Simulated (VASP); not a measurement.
W, 2 atoms in the cell. The structure is hexagonal, space group P6_3/mmc (No. 194). The conventional cell has a = 2.653 Å, b = 2.653 Å, c = 4.298 Å, α = 90.00°, β = 90.00°, γ = 120.00°. W (site symmetry -6m2) has 12 W at 2.64 to 2.65 Å within 3.5 Å. 

- Program: VASP 6.6.1
- Task: relaxation of cell and atoms
- Functional: PBEsol
- Potentials or basis: VASP PAW PBE potentials, release 64 (W_sv)
- Cutoff: 500 eV
- k mesh: 17 × 17 × 9
- Occupations: fermi-dirac, width 0.1 eV
- Spin: no spin polarisation
- Target pressure: 88 GPa
- Dipole correction: no
- Further INCAR settings: ALGO = Normal; EDIFF = 1e-07; IBRION = 2; EDIFFG = -0.005; NSW = 60; ISIF = 3

Potentials or basis: VASP PAW PBE potentials, release 64 (W_sv).

Run with:

```bash
$ cat potpaw_PBE.64/W_sv/POTCAR > POTCAR
$ mpirun -np 1 vasp_std > vasp.out
```

Hardware: 1 thread of Intel(R) Xeon(R) Platinum 8488C (Sapphire Rapids), with other jobs on the host.

**Question.** How long does it take, and how much memory?

**Answer.** It took 3.9 min on 1 thread of Intel(R) Xeon(R) Platinum 8488C (Sapphire Rapids), with other jobs on the host, peak memory 0.19 GiB. Counts: scf iterations 80, k points 165, ion steps 11.
